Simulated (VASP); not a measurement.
A run of VASP 6.6.1 is set up as follows.

INCAR

```
SYSTEM = Cu
ALGO = Fast
EDIFF = 1E-7
ENCUT = 520
GGA = PS
ISIF = 2
ISMEAR = 0
LASPH = .TRUE.
LCHARG = .FALSE.
LREAL = .FALSE.
LWAVE = .FALSE.
NBANDS = 18
NELM = 80
PREC = Accurate
SIGMA = 0.15
```

File KPOINTS:

```
k-points
0
G
  20 20 20
  0 0 0
```

Contents of POSCAR:

```
Cu
1.0
    1.2732945560     -4.1553150209      0.0000000000
    1.2732945560      4.1553150209      0.0000000000
    0.0000000000      0.0000000000      2.4754955235
Cu
2
Direct
    0.1338666500      0.8661333500      0.2500000000
    0.8661333500      0.1338666500      0.7500000000
```

Potentials or basis: VASP PAW PBE potentials, release 64 (Cu).

The run is started by

```console
$ cat potpaw_PBE.64/Cu/POTCAR > POTCAR
$ mpirun -np 1 vasp_std > vasp.out
```

(1) Predict the pressure.

(2) Predict the largest force.

(3) What does it give for the band gap on the k mesh?

Results:

(1) -10.7 GPa.

(2) 0.109 eV/Å.

(3) zero (band 11 reaches 10.10 eV, above the bottom of band 12 at 4.64 eV).

Caveat: the cell differs from its parent crystal (strain +0.0450 x Voigt [1, 1, 0, 0, 0, 0]); the PAW data sets were made with another functional, which shifts forces and pressure a little.
